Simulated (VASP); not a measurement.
# SiC (P6_3mc) in VASP: further runs, part 2 of 2

VASP 6.6.1.

## 6. Single point, r2SCAN+D3(BJ)

This run uses another cell than the first one, of 9.86 Å³/atom.

The input, POSCAR:

```
SiC
1.0
    3.0318190065      0.0000000000      0.0000000000
   -1.5159095032      2.6256322793      0.0000000000
    0.0000000000      0.0000000000     14.8603212692
Si C
6 6
Direct
    0.6666666667      0.3333333333      0.4583000000
    0.3333333333      0.6666666667      0.9583000000
    0.6666666667      0.3333333333      0.7917000000
    0.3333333333      0.6666666667      0.2917000000
    0.0000000000      0.0000000000      0.6250000000
    0.0000000000      0.0000000000      0.1250000000
    0.6666666667      0.3333333333      0.3333000000
    0.3333333333      0.6666666667      0.8333000000
    0.6666666667      0.3333333333      0.6667000000
    0.3333333333      0.6666666667      0.1667000000
    0.0000000000      0.0000000000      0.5000000000
    0.0000000000      0.0000000000      0.0000000000
```

The input, INCAR.step1:

```
SYSTEM = SiC
PREC = Accurate
ENCUT = 520
ISMEAR = -1
SIGMA = 0.05
LREAL = .False.
LASPH = .True.
NELM = 100
NBANDS = 36
GGA = PE
ALGO = Normal
EDIFF = 1E-4
LWAVE = .True.
LCHARG = .False.
```

The input, INCAR.step2:

```
SYSTEM = SiC
PREC = Accurate
ENCUT = 520
EDIFF = 1E-6
ISMEAR = -1
SIGMA = 0.05
LREAL = .False.
LASPH = .True.
NELM = 100
ALGO = Normal
ISIF = 2
LWAVE = .False.
LCHARG = .False.
METAGGA = R2SCAN
LMIXTAU = .True.
IVDW = 12
VDW_S6 = 1.0
VDW_S8 = 0.78981345
VDW_A1 = 0.49484001
VDW_A2 = 5.73083694
NBANDS = 36
ISTART = 1
```

The input, KPOINTS:

```
Automatic mesh
0
Gamma
  10 10 2
  0 0 0
```

Potentials or basis: VASP PAW PBE potentials, release 64 (Si, C).

The run is started by

```sh
> cat potpaw_PBE.64/Si/POTCAR potpaw_PBE.64/C/POTCAR > POTCAR
> cp INCAR.step1 INCAR
> mpirun -np 1 vasp_std > vasp.out
> cp INCAR.step2 INCAR
> mpirun -np 1 vasp_std > vasp.out
```

OUTCAR:

```text
SYSTEM = SiC
   PREC = Accurate
   ENCUT = 520
   EDIFF = 1E-6
   ISMEAR = -1
   LREAL = .False.
   LASPH = .True.
   NELM = 100
   ISIF = 2
   METAGGA = R2SCAN
   IVDW = 12
   ISTART = 1
 IVDW          = 12

 ion  position               nearest neighbor table
   1  0.667  0.333  0.458-  11 1.86  11 1.86  11 1.86   7 1.86   4 3.03   4 3.03   4 3.03   5 3.03
                             5 3.03   5 3.03
   2  0.333  0.667  0.958-  12 1.86  12 1.86  12 1.86   8 1.86   3 3.03   3 3.03   3 3.03   6 3.03
                             6 3.03   6 3.03
   3  0.667  0.333  0.792-   8 1.86   8 1.86   8 1.86   9 1.86   2 3.03   2 3.03   2 3.03   5 3.03
                             5 3.03   5 3.03
   4  0.333  0.667  0.292-   7 1.86   7 1.86   7 1.86  10 1.86   1 3.03   1 3.03   1 3.03   6 3.03
                             6 3.03   6 3.03
   5  0.000  0.000  0.625-   9 1.86   9 1.86   9 1.86  11 1.86   3 3.03   1 3.03   3 3.03   1 3.03
                             1 3.03   3 3.03
   6  0.000  0.000  0.125-  10 1.86  10 1.86  10 1.86  12 1.86   4 3.03   2 3.03   2 3.03   4 3.03
                             4 3.03   2 3.03
   7  0.667  0.333  0.333-   4 1.86   4 1.86   4 1.86   1 1.86
   8  0.333  0.667  0.833-   3 1.86   3 1.86   3 1.86   2 1.86
   9  0.667  0.333  0.667-   5 1.86   5 1.86   5 1.86   3 1.86
  10  0.333  0.667  0.167-   6 1.86   6 1.86   6 1.86   4 1.86
  11  0.000  0.000  0.500-   1 1.86   1 1.86   1 1.86   5 1.86
  12  0.000  0.000  0.000-   2 1.86   2 1.86   2 1.86   6 1.86

  LATTYP: Found a hexagonal cell.
 ALAT       =     3.0318190065
 C/A-ratio  =     4.9014539580

  Lattice vectors:

 A1 = (   3.0318190065,   0.0000000000,   0.0000000000)
 A2 = (  -1.5159095032,   2.6256322793,   0.0000000000)
 A3 = (   0.0000000000,   0.0000000000,  14.8603212692)

Analysis of symmetry for initial positions (statically):
=====================================================================
 Subroutine PRICEL returns:
 Original cell was already a primitive cell.

 Routine SETGRP: Setting up the symmetry group for a
 hexagonal supercell.

 Subroutine GETGRP returns: Found 12 space group operations
 (whereof  6 operations were pure point group operations)
 out of a pool of 24 trial point group operations.

The static configuration has the point symmetry C_3v.
 The point group associated with its full space group is C_6v.

Analysis of symmetry for dynamics (positions and initial velocities):
=====================================================================
 Subroutine PRICEL returns:
 Original cell was already a primitive cell.

 Routine SETGRP: Setting up the symmetry group for a
 hexagonal supercell.

 Subroutine GETGRP returns: Found 12 space group operations
 (whereof  6 operations were pure point group operations)
 out of a pool of 24 trial point group operations.

The dynamic configuration has the point symmetry C_3v.
 The point group associated with its full space group is C_6v.

 Subroutine INISYM returns: Found 12 space group operations
 (whereof  6 operations are pure point group operations),
 and found     1 'primitive' translations

----------------------------------------------------------------------------------------

                                     Primitive cell

[... 70 lines left out ...]
  0.300000 -0.000000  0.000000      6.000000
  0.400000 -0.000000  0.000000      6.000000
  0.500000 -0.000000  0.000000      3.000000
[... 16 lines left out ...]
  0.300000  0.100000  0.500000     12.000000
  0.400000  0.100000  0.500000     12.000000
 [... further k-points ...]
   k-points           NKPTS =     28   k-points in BZ     NKDIM =     28   number of bands    NBANDS=     36
   number of dos      NEDOS =    301   number of ions     NIONS =     12
   total plane-waves  NPLWV =  64512
   dimension x,y,z NGX =    24 NGY =   24 NGZ =  112
   dimension x,y,z NGXF=    48 NGYF=   48 NGZF=  224
   ions per type =               6   6
   NGX,Y,Z   is equivalent  to a cutoff of  13.16, 13.16, 12.53 a.u.
   NGXF,Y,Z  is equivalent  to a cutoff of  26.32, 26.32, 25.06 a.u.
 SYSTEM =  SiC
   PREC   = accura    normal or accurate (medium, high low for compatibility)
   ISTART =      1    job   : 0-new  1-cont  2-samecut
   ICHARG =      0    charge: 1-file 2-atom 10-const
   ISPIN  =      1    spin polarized calculation?
   LNONCOLLINEAR =      F non collinear calculations
   LSORBIT =      F    spin-orbit coupling
   LASPH  =      T    aspherical Exc in radial PAW
   ENCUT  =  520.0 eV  38.22 Ry    6.18 a.u.   5.64  5.64 27.63*2*pi/ulx,y,z
   NELM   =    100;   NELMIN=  2; NELMDL=  0     # of ELM steps
   EDIFF  = 0.1E-05   stopping-criterion for ELM
   LREAL  =      F    real-space projection
[... 7 lines left out ...]
   TEBEG  =    0.0;   TEEND  =   0.0 temperature during run
   PSTRESS=    0.0 pullay stress
   NELECT =      48.0000    total number of electrons
   NUPDOWN=      -1.0000    fix difference up-down
   EMIN   =  10.00;   EMAX   =-10.00  energy-range for DOS
   EFERMI =   0.00;   METHOD = LEGACY
   ISMEAR =    -1;   SIGMA  =   0.05  broadening in eV -4-tet -1-fermi 0-gaus
   EFERMI_NEDOS =   21; number of points for ismear=-14 and -15
   IALGO  =     38    algorithm
   IMIX   =      4    mixing-type and parameters
     AMIX     =   0.40;   BMIX     =  1.00
     AMIX_MAG =   1.60;   BMIX_MAG =  1.00
  volume/ion in A,a.u.               =       9.86        66.52
  Fermi-wavevector in a.u.,A,eV,Ry     =   1.211993  2.290335 19.985966  1.468927
  Thomas-Fermi vector in A             =   2.347491
   LORBIT       =      0    0 simple, 1 ext, 2 COOP (PROOUT), +10 PAW based schemes
   METAGGA = R2SCAN    functional components
   LHFCALC =     F    Hartree Fock is set to
   AEXX    =    0.0000 exact exchange contribution
   IVDW    =    12    specifies the selected vdW correction
   LEPSILON=     F    determine dielectric tensor
   LRPA    =     F    only Hartree local field effects (RPA)
 non-spin polarized calculation
  energy-cutoff  :      520.00
  volume of cell :      118.29
 maximum number of plane-waves:      3214
 NGX is ok and might be reduce to    24
   NGX = 11   NGY = 11   NGZ = 55

 number of electron      47.9999995 magnetization

 Free energy of the ion-electron system (eV)
  ---------------------------------------------------
  ext. energy  EPLUGINS =         0.00000000
  ---------------------------------------------------
  free energy    TOTEN  =      -115.76806146 eV

  energy without entropy =     -115.76806146  energy(sigma->0) =     -115.76806146

 E-fermi :   9.6273     XC(G=0): -12.1502

 val. band max:        8.5845152565   @ k =   0.0000   0.0000   0.0000
 cond. band min:      10.9765293049   @ k =   0.5000  -0.0000   0.0000
 fundamental gap:      2.3920140484
 Fermi energy:         9.6272808092

 k-point     1 :       0.0000    0.0000    0.0000
  band No.  band energies     occupation
      1      -8.0462      2.00000
      2      -7.4896      2.00000
      3      -7.4397      2.00000
      4      -5.8411      2.00000
      5      -5.8044      2.00000
      6      -4.2252      2.00000
[... 925 lines left out ...]
     35      17.0253      0.00000
     36      17.0253      0.00000

 [... further k-points ...]

------------------------ aborting loop because EDIFF is reached ----------------------------------------

 Edisp (eV)   -1.77647

 E8    (eV) :    -0.5053

  FORCE on cell =-STRESS in cart. coord.  units (eV):
  Direction    XX          YY          ZZ          XY          YZ          ZX
  --------------------------------------------------------------------------------------
  -------------------------------------------------------------------------------------
  Total       6.46080     6.46080     7.11758     0.00000     0.00000     0.00000
  in kB      87.50468    87.50468    96.40007     0.00000     0.00000     0.00000
  external pressure =       90.47 kB  Pullay stress =        0.00 kB

 VOLUME and BASIS-vectors are now :
 -----------------------------------------------------------------------------
  energy-cutoff  :      520.00
  volume of cell :      118.29
      direct lattice vectors                 reciprocal lattice vectors
     3.031819007  0.000000000  0.000000000     0.329834993  0.190430322  0.000000000
    -1.515909503  2.625632279  0.000000000     0.000000000  0.380860644  0.000000000
     0.000000000  0.000000000 14.860321269     0.000000000  0.000000000  0.067293296

 POSITION                                       TOTAL-FORCE (eV/Angst)
 -----------------------------------------------------------------------------------
      1.51591      0.87521      6.81049         0.000000      0.000000      0.067565
     -0.00000      1.75042     14.24065        -0.000000     -0.000000      0.067565
      1.51591      0.87521     11.76492        -0.000000      0.000000      0.030362
     -0.00000      1.75042      4.33476         0.000000     -0.000000      0.030362
      0.00000      0.00000      9.28770        -0.000000      0.000000      0.037672
      0.00000      0.00000      1.85754         0.000000     -0.000000      0.037672
      1.51591      0.87521      4.95295         0.000000      0.000000     -0.018238
     -0.00000      1.75042     12.38311        -0.000000     -0.000000     -0.018238
      1.51591      0.87521      9.90738        -0.000000      0.000000      0.043587
     -0.00000      1.75042      2.47722         0.000000     -0.000000      0.043587
      0.00000      0.00000      7.43016        -0.000000      0.000000     -0.160948
      0.00000      0.00000      0.00000         0.000000     -0.000000     -0.160948
 -----------------------------------------------------------------------------------
    total drift:                               -0.000000     -0.000000      0.000120

  FREE ENERGIE OF THE ION-ELECTRON SYSTEM (eV)
  ---------------------------------------------------
  free  energy   TOTEN  =      -117.5445282357 eV

  energy  without entropy=     -117.5445282356  energy(sigma->0) =     -117.54452824
```

Wall time 15 min (1 thread of Intel Xeon 8259CL, shared host); peak memory 0.27 GiB.

What came out:

- Free energy: -117.5445 eV
- Pressure: 9.0 GPa
- Largest force: 0.161 eV/Å
- Band gap on the k mesh: 2.39 eV (least direct gap 3.56 eV)
- Dispersion energy per atom: -0.148 eV

Forces on the atoms (eV/Å):
```
Si   0.000  0.000  0.068
Si   0.000  0.000  0.068
Si   0.000  0.000  0.030
Si   0.000  0.000  0.030
Si   0.000  0.000  0.038
Si   0.000  0.000  0.038
C    0.000  0.000 -0.018
C    0.000  0.000 -0.018
C    0.000  0.000  0.044
C    0.000  0.000  0.044
C    0.000  0.000 -0.161
C    0.000  0.000 -0.161
```

Stress tensor (GPa, compression positive):
```
8.75 0.00 0.00
0.00 8.75 0.00
0.00 0.00 9.64
```

Caveat: the cell stands under pressure; the PAW data sets were made with another functional, which shifts forces and pressure a little. A k mesh can miss the band edges.

## 7. The runs side by side

```csv
task,level,cell,cutoff (eV),gap on the mesh (eV),pressure (GPa),largest force (eV/Å)
relaxation of cell and atoms,BLYP,"relaxed from a = 3.095, b = 3.095, c = 15.170 Å, angles 90.0, 90.0, 120.0°, 12 atoms",600,2.34,-0.1,0.01
single point,PBE exchange alone,"a = 3.136, b = 3.136, c = 15.370 Å, angles 90.0, 90.0, 120.0°, 12 atoms",520,2.34,8.4,0.13
single point,RPBE+D3(BJ),"a = 3.156, b = 3.156, c = 15.468 Å, angles 90.0, 90.0, 120.0°, 12 atoms",520,2.05,-27.4,0.13
single point,PBE exchange alone,"a = 3.156, b = 3.156, c = 15.468 Å, angles 90.0, 90.0, 120.0°, 12 atoms",520,2.34,4.7,0.13
single point,r2SCAN+D3(BJ),"a = 3.032, b = 3.032, c = 14.860 Å, angles 90.0, 90.0, 120.0°, 12 atoms",520,2.39,9.0,0.16
```

Alike in all rows: potentials or basis VASP PAW PBE potentials, release 64 (Si, C); no spin polarisation; k mesh 10 × 10 × 2; smearing fermi-dirac 0.05 eV.

Caveats: the PAW data sets were made with another functional, which shifts forces and pressure a little (at least some runs); the cell stands under pressure (at least some runs); the cell stands under tension (at least some runs); the dispersion term is far too large for a dense solid, which distorts pressure and volume (at least some runs).

Total energies depend on the potentials used, so only differences within one code and one set of settings carry meaning.
